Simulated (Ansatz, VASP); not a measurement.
**One calculation of O, two programs**

POSCAR

```
O
1.0
    4.0422515653      0.0000000000     -0.0511313397
    0.0000000000      4.0261632083      0.0000000000
   -1.0645947909      0.0000000000      2.7914438857
O
4
Direct
    0.3398634887      0.6842025571      0.6702336616
    0.6601365113      0.6842025571      0.8297663384
    0.6601365113      0.3157974429      0.3297663384
    0.3398634887      0.3157974429      0.1702336616
```

Contents of INCAR.step1:

```
  ALGO = Normal
  EDIFF = 1E-5
  ENCUT = 520
  GGA = PE
  ISIF = 2
  ISMEAR = 0
  LASPH = T
  LCHARG = F
  LREAL = F
  LWAVE = T
  NBANDS = 20
  NELM = 80
  PREC = Accurate
  SIGMA = 0.01
```

File INCAR.step2:

```
  ALGO = Normal
  EDIFF = 1E-7
  ENCUT = 520
  GGA = PE
  HFSCREEN = 0.2079
  ISIF = 2
  ISMEAR = 0
  ISTART = 1
  LASPH = T
  LCHARG = F
  LHFCALC = T
  LREAL = F
  LWAVE = F
  NBANDS = 20
  NELM = 80
  PREC = Accurate
  PRECFOCK = Normal
  SIGMA = 0.01
```

The input KPOINTS:

```
k-points
0
Gamma
  4 4 4
```

Input for Ansatz:

```yaml
crystal:
  lattice:
    - [4.0422515653, 0.0, -0.0511313397]
    - [0.0, 4.0261632083, 0.0]
    - [-1.0645947909, 0.0, 2.7914438857]
  atoms:
    - { symbol: O, position: [0.3398634887, 0.6842025571, 0.6702336616] }
    - { symbol: O, position: [0.6601365113, 0.6842025571, 0.8297663384] }
    - { symbol: O, position: [0.6601365113, 0.3157974429, 0.3297663384] }
    - { symbol: O, position: [0.3398634887, 0.3157974429, 0.1702336616] }
kpoints:
  mp_grid: { grid: [4, 4, 4] }
hamiltonian:
  xc: hse06
scf:
  occupations: { method: fixed }
  n_extra_bands: 5
output:
  forces: true
  stress: true
  eigenvalues: true
basis:
  ecutwfc: 900
```

Alike in both runs: task single point; functional HSE06; k mesh 4 × 4 × 4; no spin polarisation.

```csv
,VASP,Ansatz
version,VASP 6.6.1,Ansatz 0.2.0
potentials or method,"VASP PAW PBE potentials, release 64 (O), cutoff 520 eV",plane waves
occupations,"gaussian, width 0.01 eV",fixed
valence electrons in the cell,24,24
```

|  | VASP | Ansatz | Ansatz less VASP |
| --- | --- | --- | --- |
| gap on the k mesh at the Fermi level (eV) | 1.71 | 1.71 | +0.001 |
| pressure (GPa) | 1.1 | -3.3 | -4.38 |
| traceless stress, the component that is largest in VASP (GPa) | 2.96 | -4.48 | -7.440 |
| rms of the force components (eV/Å) | 0.245 | 0.841 | +0.5961 |

Atom by atom the forces differ by 0.954 eV/Å (rms over components). Ansatz's warnings: stress exchange threshold loose, stress scf threshold loose.

The k mesh is coarse, so the values compare programs but aren't converged. Noted on VASP's run: the standard files for N, O and F lose accuracy on very short bonds; spin is off for a triplet molecule.
